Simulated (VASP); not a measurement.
# Be (Im-3m) in VASP: notebook

Aim: see how the results for Be move with the level of theory and the settings. Levels: PBEsol, LDA, PBE. Tasks: single point, relaxation of cell and atoms.

All numbers are computed with VASP 6.6.1; they aren't measurements. Logs are shortened: lines on timing, memory, paths and dates and some standing lists are left out, and cuts for length are marked.

**1. The cell of the first run**

The structure is cubic, space group Im-3m (No. 229). The conventional cell has a = 2.506 Å, b = 2.506 Å, c = 2.506 Å, α = 90.00°, β = 90.00°, γ = 90.00°. Within 2.9 Å of Be (site symmetry m-3m) lie 14 Be at 2.17 to 2.51 Å.

**2. Single point, PBEsol**

INCAR

```
  PREC = Accurate
  ENCUT = 520
  EDIFF = 1E-6
  ISMEAR = 0
  SIGMA = 0.1
  LREAL = False
  LASPH = True
  NELM = 80
  ALGO = Normal
  ISIF = 2
  LWAVE = False
  LCHARG = False
  GGA = PS
  NBANDS = 7
```

KPOINTS

```
Automatic mesh
0
Gamma
  15 15 15
```

POSCAR

```
Be
1.0
   -1.2531209513      1.2531209513      1.2531209513
    1.2531209513     -1.2531209513      1.2531209513
    1.2531209513      1.2531209513     -1.2531209513
Be
1
Direct
    0.0000000000      0.0000000000      0.0000000000
```

Potentials or basis: VASP PAW PBE potentials, release 64 (Be).

The run is started by

```sh
$ cat potpaw_PBE.64/Be/POTCAR > POTCAR
$ mpirun -np 1 vasp_std > vasp.out
```

OUTCAR:

```text
PREC = Accurate
   ENCUT = 520
   EDIFF = 1E-6
   ISMEAR = 0
   LREAL = False
   LASPH = True
   NELM = 80
   ISIF = 2
   GGA = PS

 ion  position               nearest neighbor table
   1  0.000  0.000  0.000-

  LATTYP: Found a body centered cubic cell.
 ALAT       =     2.5062419026

  Lattice vectors:

 A1 = (  -1.2531209513,   1.2531209513,   1.2531209513)
 A2 = (   1.2531209513,  -1.2531209513,   1.2531209513)
 A3 = (   1.2531209513,   1.2531209513,  -1.2531209513)

Analysis of symmetry for initial positions (statically):
=====================================================================
 Subroutine PRICEL returns:
 Original cell was already a primitive cell.

 Routine SETGRP: Setting up the symmetry group for a
 body centered cubic supercell.

 Subroutine GETGRP returns: Found 48 space group operations
 (whereof 48 operations were pure point group operations)
 out of a pool of 48 trial point group operations.

The static configuration has the point symmetry O_h .

Analysis of symmetry for dynamics (positions and initial velocities):
=====================================================================
 Subroutine PRICEL returns:
 Original cell was already a primitive cell.

 Routine SETGRP: Setting up the symmetry group for a
 body centered cubic supercell.

 Subroutine GETGRP returns: Found 48 space group operations
 (whereof 48 operations were pure point group operations)
 out of a pool of 48 trial point group operations.

The dynamic configuration has the point symmetry O_h .

 Subroutine INISYM returns: Found 48 space group operations
 (whereof 48 operations are pure point group operations),
 and found     1 'primitive' translations

----------------------------------------------------------------------------------------

                                     Primitive cell

  volume of cell :       7.8712

  direct lattice vectors                    reciprocal lattice vectors
    -1.253120951  1.253120951  1.253120951     0.000000000  0.399003783  0.399003783
     1.253120951 -1.253120951  1.253120951     0.399003783  0.000000000  0.399003783
     1.253120951  1.253120951 -1.253120951     0.399003783  0.399003783  0.000000000

  length of vectors
     2.170469156  2.170469156  2.170469156     0.564276561  0.564276561  0.564276561

  position of ions in fractional coordinates (direct lattice)
     0.000000000  0.000000000  0.000000000

  ion indices of the primitive-cell ions
   primitive index   ion index
                 1           1

----------------------------------------------------------------------------------------

 KPOINTS: Automatic mesh

Automatic generation of k-mesh.
 Grid dimensions read from file:
 generate k-points for:   15   15   15

 Generating k-lattice:

  Cartesian coordinates                     Fractional coordinates (reciprocal lattice)
     0.000000000  0.026600252  0.026600252     0.066666667  0.000000000  0.000000000
     0.026600252  0.000000000  0.026600252     0.000000000  0.066666667  0.000000000
     0.026600252  0.026600252  0.000000000     0.000000000  0.000000000  0.066666667

  Length of vectors
     0.037618437  0.037618437  0.037618437

  Shift w.r.t. Gamma in fractional coordinates (k-lattice)
     0.000000000  0.000000000  0.000000000

 Subroutine IBZKPT returns following result:
 ===========================================

 Found    120 irreducible k-points:

 Following reciprocal coordinates:
            Coordinates               Weight
  0.000000  0.000000  0.000000      1.000000
  0.066667  0.000000  0.000000     12.000000
  0.133333  0.000000  0.000000     12.000000
  0.200000  0.000000  0.000000     12.000000
  0.266667  0.000000  0.000000     12.000000
  0.333333  0.000000  0.000000     12.000000
[... 16 lines left out ...]
  0.333333  0.200000  0.000000     48.000000
  0.400000  0.200000 -0.000000     24.000000
 [... further k-points ...]
   k-points           NKPTS =    120   k-points in BZ     NKDIM =    120   number of bands    NBANDS=      7
   number of dos      NEDOS =    301   number of ions     NIONS =      1
   total plane-waves  NPLWV =   4096
   dimension x,y,z NGX =    16 NGY =   16 NGZ =   16
   dimension x,y,z NGXF=    32 NGYF=   32 NGZF=   32
   ions per type =               1
   NGX,Y,Z   is equivalent  to a cutoff of  12.26, 12.26, 12.26 a.u.
   NGXF,Y,Z  is equivalent  to a cutoff of  24.51, 24.51, 24.51 a.u.
 SYSTEM =  unknown system
   PREC   = accura    normal or accurate (medium, high low for compatibility)
   ISTART =      0    job   : 0-new  1-cont  2-samecut
   ICHARG =      2    charge: 1-file 2-atom 10-const
   ISPIN  =      1    spin polarized calculation?
   LNONCOLLINEAR =      F non collinear calculations
   LSORBIT =      F    spin-orbit coupling
   LASPH  =      T    aspherical Exc in radial PAW
   ENCUT  =  520.0 eV  38.22 Ry    6.18 a.u.   4.04  4.04  4.04*2*pi/ulx,y,z
   NELM   =     80;   NELMIN=  2; NELMDL= -5     # of ELM steps
   EDIFF  = 0.1E-05   stopping-criterion for ELM
   LREAL  =      F    real-space projection
   EDIFFG = 0.1E-04   stopping-criterion for IOM
   NSW    =      0    number of steps for IOM
   IBRION =     -1    ionic relax: 0-MD 1-quasi-New 2-CG
   NFREE  =      0    steps in history (QN), initial steepest desc. (CG)
   ISIF   =      2    stress and relaxation
   ISYM   =      2    0-nonsym 1-usesym 2-fastsym
   POTIM  = 0.5000    time-step for ionic-motion
   TEBEG  =    0.0;   TEEND  =   0.0 temperature during run
   PSTRESS=    0.0 pullay stress
   NELECT =       2.0000    total number of electrons
   NUPDOWN=      -1.0000    fix difference up-down
   EMIN   =  10.00;   EMAX   =-10.00  energy-range for DOS
   EFERMI =   0.00;   METHOD = LEGACY
   ISMEAR =     0;   SIGMA  =   0.10  broadening in eV -4-tet -1-fermi 0-gaus
   EFERMI_NEDOS =   21; number of points for ismear=-14 and -15
   IALGO  =     38    algorithm
   IMIX   =      4    mixing-type and parameters
     AMIX     =   0.40;   BMIX     =  1.00
     AMIX_MAG =   1.60;   BMIX_MAG =  1.00
  volume/ion in A,a.u.               =       7.87        53.12
  Fermi-wavevector in a.u.,A,eV,Ry     =   1.036904  1.959464 14.628572  1.075170
  Thomas-Fermi vector in A             =   2.171317
   LORBIT       =      0    0 simple, 1 ext, 2 COOP (PROOUT), +10 PAW based schemes
   GGA     = PS    functional components
   LHFCALC =     F    Hartree Fock is set to
   AEXX    =    0.0000 exact exchange contribution
   IVDW    =     0    specifies the selected vdW correction
   LEPSILON=     F    determine dielectric tensor
   LRPA    =     F    only Hartree local field effects (RPA)
 non-spin polarized calculation
 Gauss-broadening in eV      SIGMA  =   0.10
  energy-cutoff  :      520.00
  volume of cell :        7.87
 maximum number of plane-waves:       236
   NGX =  7   NGY =  7   NGZ =  7

 number of electron       2.0000000 magnetization

 Free energy of the ion-electron system (eV)
  ---------------------------------------------------
  ext. energy  EPLUGINS =         0.00000000
  ---------------------------------------------------
  free energy    TOTEN  =        -3.89833498 eV

  energy without entropy =       -3.89761840  energy(sigma->0) =       -3.89797669

 E-fermi :   7.8108     XC(G=0): -10.6281

 val. band max:        7.8041448841   @ k =   0.2667   0.2667   0.2000
 cond. band min:       7.9098709135   @ k =  -0.4000  -0.4000   0.1333
 fundamental gap:      0.1057260294
 Fermi energy:         7.8107991465

 k-point     1 :       0.0000    0.0000    0.0000
  band No.  band energies     occupation
      1      -4.3161      2.00000
      2      27.2594      0.00000
      3      27.2594      0.00000
      4      27.2594      0.00000
      5      38.6175      0.00000
      6      38.6175      0.00000
      7      38.6175      0.00000

 k-point     2 :       0.0667    0.0000    0.0000
  band No.  band energies     occupation
      1      -4.1605      2.00000
      2      26.4838      0.00000
      3      26.6454      0.00000
      4      27.0764      0.00000
      5      36.6736      0.00000
      6      36.9321      0.00000
      7      39.6419      0.00000

 k-point     3 :       0.1333    0.0000    0.0000
  band No.  band energies     occupation
      1      -3.6935      2.00000
      2      24.1438      0.00000
      3      25.2658      0.00000
      4      26.5538      0.00000
      5      34.4078      0.00000
      6      34.5866      0.00000
      7      38.8994      0.00000

 k-point     4 :       0.2000    0.0000    0.0000
  band No.  band energies     occupation
      1      -2.9157      2.00000
      2      20.7680      0.00000
      3      23.7423      0.00000
      4      25.7939      0.00000
      5      32.5320      0.00000
      6      33.4524      0.00000
      7      38.8702      0.00000

 k-point     5 :       0.2667    0.0000    0.0000
  band No.  band energies     occupation
      1      -1.8325      2.00000
      2      17.1429      0.00000
      3      22.3793      0.00000
      4      24.9627      0.00000
      5      30.8652      0.00000
      6      33.2733      0.00000
      7      39.5782      0.00000

 k-point     6 :       0.3333    0.0000    0.0000
  band No.  band energies     occupation
      1      -0.4684      2.00000
      2      13.7068      0.00000
      3      21.3017      0.00000
      4      24.2191      0.00000
      5      29.6078      0.00000
      6      33.4865      0.00000
      7      40.8535      0.00000

 k-point     7 :       0.4000    0.0000    0.0000
  band No.  band energies     occupation
      1       1.0844      2.00000
      2      10.7186      0.00000
      3      20.5638      0.00000
      4      23.6729      0.00000
      5      28.7673      0.00000
      6      33.8411      0.00000
      7      42.4695      0.00000

 k-point     8 :       0.4667    0.0000    0.0000
  band No.  band energies     occupation
      1       2.4369      2.00000
      2       8.6355      0.00000
      3      20.1900      0.00000
      4      23.3862      0.00000
      5      28.3464      0.00000
      6      34.1058      0.00000
      7      43.8918      0.00000

 k-point     9 :       0.0667    0.0667    0.0000
  band No.  band energies     occupation
      1      -3.8492      2.00000
      2      25.1839      0.00000
      3      25.5392      0.00000
      4      26.4870      0.00000
      5      34.8874      0.00000
      6      35.3684      0.00000
      7      38.8814      0.00000

 k-point    10 :       0.1333    0.0667   -0.0000
  band No.  band energies     occupation
      1      -3.2262      2.00000
      2      22.5402      0.00000
      3      23.8349      0.00000
      4      25.6086      0.00000
      5      33.6470      0.00000
      6      33.9405      0.00000
      7      38.8060      0.00000

 k-point    11 :       0.2000    0.0667    0.0000
  band No.  band energies     occupation
      1      -2.2933      2.00000
      2      18.9937      0.00000
      3      22.3998      0.00000
      4      24.6137      0.00000
      5      32.6275      0.00000
      6      33.2742      0.00000
      7      39.2376      0.00000
[... 51 lines left out ...]
 k-point    17 :       0.2000    0.1333    0.0000
  band No.  band energies     occupation
      1      -1.3584      2.00000
      2      17.2165      0.00000
      3      19.8812      0.00000
      4      23.3074      0.00000
      5      33.3284      0.00000
      6      33.7748      0.00000
      7      40.0419      0.00000

 k-point    18 :       0.2667    0.1333    0.0000
  band No.  band energies     occupation
      1       0.0190      2.00000
      2      13.8429      0.00000
      3      18.8440      0.00000
      4      22.4247      0.00000
      5      33.1732      0.00000
      6      33.9985      0.00000
      7      41.2197      0.00000

 k-point    19 :       0.3333    0.1333    0.0000
  band No.  band energies     occupation
      1       1.6062      2.00000
      2      10.8536      0.00000
      3      18.1453      0.00000
      4      21.8013      0.00000
      5      32.8008      0.00000
      6      34.6308      0.00000
      7      42.5328      0.00000

 k-point    20 :       0.4000    0.1333    0.0000
  band No.  band energies     occupation
      1       3.0331      2.00000
      2       8.7100      0.00000
      3      17.7928      0.00000
      4      21.4799      0.00000
      5      32.5739      0.00000
      6      35.1365      0.00000
      7      43.7249      0.00000

 k-point    21 :       0.2000    0.2000    0.0000
  band No.  band energies     occupation
      1      -0.1162      2.00000
      2      14.9753      0.00000
      3      17.6098      0.00000
      4      22.3760      0.00000
      5      33.7346      0.00000
      6      34.6762      0.00000
      7      41.3430      0.00000

 k-point    22 :       0.2667    0.2000    0.0000
  band No.  band energies     occupation
      1       1.4042      2.00000
      2      12.1859      0.00000
      3      16.3570      0.00000
      4      21.6980      0.00000
      5      34.2528      0.00000
      6      35.3334      0.00000
      7      42.7680      0.00000

 k-point    23 :       0.3333    0.2000    0.0000
  band No.  band energies     occupation
      1       3.0651      2.00000
      2       9.6020      0.00000
      3      15.7176      0.00000
      4      21.2785      0.00000
      5      34.4912      0.00000
      6      36.1978      0.00000
      7      42.6160      0.00000

 k-point    24 :       0.4000    0.2000   -0.0000
  band No.  band energies     occupation
      1       4.0730      2.00000
      2       8.2697      0.00000
      3      15.5145      0.00000
      4      21.1362      0.00000
      5      34.5297      0.00000
      6      36.7461      0.00000
      7      41.8240      0.00000

 [... further k-points ...]
[... 5 lines left out ...]
  --------------------------------------------------------------------------------------
  -------------------------------------------------------------------------------------
  Total       -0.0775816     -0.0775816     -0.0775816      0.0000000      0.0000000      0.0000000
  in kB      -15.7917579    -15.7917579    -15.7917579      0.0000000      0.0000000      0.0000000
  external PRESSURE =     -15.7917579 kB  Pullay stress =       0.0000000 kB

 VOLUME and BASIS-vectors are now :
 -----------------------------------------------------------------------------
  energy-cutoff  :      520.00
  volume of cell :        7.87
      direct lattice vectors                 reciprocal lattice vectors
    -1.253120951  1.253120951  1.253120951     0.000000000  0.399003783  0.399003783
     1.253120951 -1.253120951  1.253120951     0.399003783  0.000000000  0.399003783
     1.253120951  1.253120951 -1.253120951     0.399003783  0.399003783  0.000000000

 POSITION                                       TOTAL-FORCE (eV/Angst)
 -----------------------------------------------------------------------------------
      0.00000      0.00000      0.00000         0.000000      0.000000     -0.000000
 -----------------------------------------------------------------------------------
    total drift:                               -0.000000     -0.000000     -0.000000

  FREE ENERGIE OF THE ION-ELECTRON SYSTEM (eV)
  ---------------------------------------------------
  free  energy   TOTEN  =        -3.8983349836 eV

  energy  without entropy=       -3.8976184045  energy(sigma->0) =       -3.89797669
```

Wall time 6.2 s (1 thread of AMD EPYC 7R13, shared host); peak memory 0.08 GiB.

What came out:

```yaml
Free_energy: -3.8983 eV
Pressure: -1.6 GPa
Band_gap_on_the_k_mesh: zero (band 1 reaches 10.95 eV, above the bottom of band 2 at 6.54 eV)
```

Caveat: the PAW data sets were made with another functional, which shifts forces and pressure a little.

**3. Relaxation of cell and atoms, LDA**

INCAR

```
  PREC = Accurate
  ENCUT = 600
  EDIFF = 1E-6
  ISMEAR = 0
  SIGMA = 0.01
  LREAL = F
  LASPH = T
  NELM = 100
  ALGO = Normal
  ISIF = 3
  LWAVE = F
  LCHARG = F
  GGA = CA
  IBRION = 2
  NSW = 60
  EDIFFG = -0.01
```

KPOINTS is that of step 2.

POSCAR is that of step 2.

Potentials or basis: VASP PAW LDA potentials, release 64 (Be).

The run is started by

```sh
$ cat potpaw_LDA.64/Be/POTCAR > POTCAR
$ mpirun -np 1 vasp_std > vasp.out
```

It took 9 s on 1 thread of AMD EPYC 7R13, shared host; peak memory 0.08 GiB.

The run converged. Its results:

```yaml
Free_energy: -4.1119 eV
Relaxed_volume: 7.49 Å³/atom
Relaxed_cell: a = 2.134 Å, b = 2.134 Å, c = 2.134 Å, α = 109.47°, β = 109.47°, γ = 109.47°
Space_group_after_relaxing_to_0.05_Å: Im-3m (No. 229)
Energy_gained_by_relaxing: 7.7 meV/atom
Ionic_steps: 3
Pressure_after_relaxing: 0.0 GPa
Band_gap_on_the_k_mesh: zero (band 1 reaches 11.20 eV, above the bottom of band 2 at 6.67 eV)
```

Step by step:
| step | energy change (eV) | largest force (eV/Å) | pressure (GPa) | volume (Å³) |
| --- | --- | --- | --- | --- |
| 1 | 0.0000 | 0.0000 | -6.13 | 7.87 |
| 2 | -0.0075 | 0.0000 | -0.84 | 7.53 |
| 3 | -0.0077 | 0.0000 | -0.01 | 7.49 |

Final structure:
```
Be
1.0
    -1.23233    1.23233    1.23233
     1.23233   -1.23233    1.23233
     1.23233    1.23233   -1.23233
Be
1
Direct
  0.00000 0.00000 0.00000
```

Levels at points of the mesh, in eV from the Fermi level:
```csv
k point,band 1,band 2,band 3,band 4
"(0.00, 0.00, 0.00)",-12.25,19.91,19.91,19.91
```

**4. Single point, PBE**

INCAR

```
PREC = Accurate
ENCUT = 520
EDIFF = 1E-6
ISMEAR = -1
SIGMA = 0.05
LREAL = F
LASPH = T
NELM = 80
ALGO = Fast
ISIF = 2
LWAVE = F
LCHARG = F
GGA = PE
NBANDS = 7
```

KPOINTS

```
regular mesh
0
Gamma
  15 15 15
```

POSCAR is that of step 3.

Potentials or basis: VASP PAW PBE potentials, release 64 (Be).

The run is started by

```sh
$ cat potpaw_PBE.64/Be/POTCAR > POTCAR
$ mpirun -np 1 vasp_std > vasp.out
```

Wall time 9.4 s (1 thread of AMD EPYC 9R45, shared host); peak memory 0.08 GiB.

It converged, with:

* Free energy: -3.6655 eV
* Pressure: -0.7 GPa
* Band gap on the k mesh: zero (band 1 reaches 10.98 eV, above the bottom of band 2 at 6.57 eV)

Levels at points of the mesh, in eV from the Fermi level:
```
           k point  band 1  band 2  band 3  band 4
(0.00, 0.00, 0.00)  -12.15   19.42   19.42   19.42
```

**5. Summary**

```tsv
task	level	potentials or basis	cell	cutoff (eV)	smearing	gap on the mesh (eV)	pressure (GPa)
single point	PBEsol	VASP PAW PBE potentials, release 64 (Be)	as given	520	gaussian 0.1 eV	none	-1.6
relaxation of cell and atoms	LDA	VASP PAW LDA potentials, release 64 (Be)	relaxed	600	gaussian 0.01 eV	none	0.0
single point	PBE	VASP PAW PBE potentials, release 64 (Be)	as given	520	fermi-dirac 0.05 eV	none	-0.7
```

Alike in all rows: no spin polarisation; k mesh 15 × 15 × 15.

Caveats: the PAW data sets were made with another functional, which shifts forces and pressure a little (some runs).

Total energies depend on the potentials used, so only differences within one code and one set of settings carry meaning.
